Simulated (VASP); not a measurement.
Write the native input for VASP 6.6.1 that does the following.

```
Task                   : single point
Functional             : PBEsol
Potentials or basis    : VASP PAW PBE potentials, release 64 (Sn_d, O_h)
Cutoff                 : 910 eV
k mesh                 : 3 × 3 × 3
Occupations            : gaussian, width 0.01 eV
Spin                   : no spin polarisation
Dipole correction      : no
Second run             : hard_potentials
Further INCAR settings : ALGO = Normal; EDIFF = 1e-06; NBANDS = 28
```

The structure of SnO (Romarchite) lies in POSCAR:

```
SnO
1.0
    3.7986000000      0.0000000000      0.0000000000
    0.0000000000      3.7986000000      0.0000000000
    0.0000000000      0.0000000000      4.8408000000
Sn O
2 2
Direct
    0.5000000000      0.0000000000      0.2369000000
    0.0000000000      0.5000000000      0.7631000000
    0.0000000000      0.0000000000      0.0000000000
    0.5000000000      0.5000000000      0.0000000000
```

These files were run (other wordings do the same):

INCAR

```
SYSTEM = SnO
ALGO = Normal
EDIFF = 1E-6
ENCUT = 910
GGA = PS
GGA_COMPAT = .False.
ISIF = 2
ISMEAR = 0
LASPH = .True.
LCHARG = .True.
LELF = .True.
LREAL = .False.
LVHAR = .True.
LWAVE = .False.
NBANDS = 28
NELM = 120
PREC = Accurate
SIGMA = 0.01
```

KPOINTS

```
k-points
0
Gamma
  3 3 3
  0 0 0
```

Potentials or basis: VASP PAW PBE potentials, release 64 (Sn_d, O_h).

Command:

```sh
$ cat potpaw_PBE.64/Sn_d/POTCAR potpaw_PBE.64/O_h/POTCAR > POTCAR
$ mpirun -np 1 vasp_std > vasp.out
```

It gave:

```
Pressure               : 0.4 GPa
Largest force          : 0.356 eV/Å
Band gap on the k mesh : 1.05 eV, indirect (least direct gap 2.04 eV)
```

Caveat: the k points lie up to 0.55 Å⁻¹ apart; the cutoff is under 1.25 times the usual one of these potentials, so pressure, stress and relaxed cells hold a basis-set (Pulay) error; the PAW data sets were made with another functional, which shifts forces and pressure a little; spin-orbit coupling is left out, which moves the levels of the heavy elements.

Wall time 42 s on 1 thread of Intel(R) Xeon(R) Platinum 8259CL CPU @ 2.50GHz (Skylake/Cascade Lake), with other jobs on the host, peak memory 0.26 GiB.
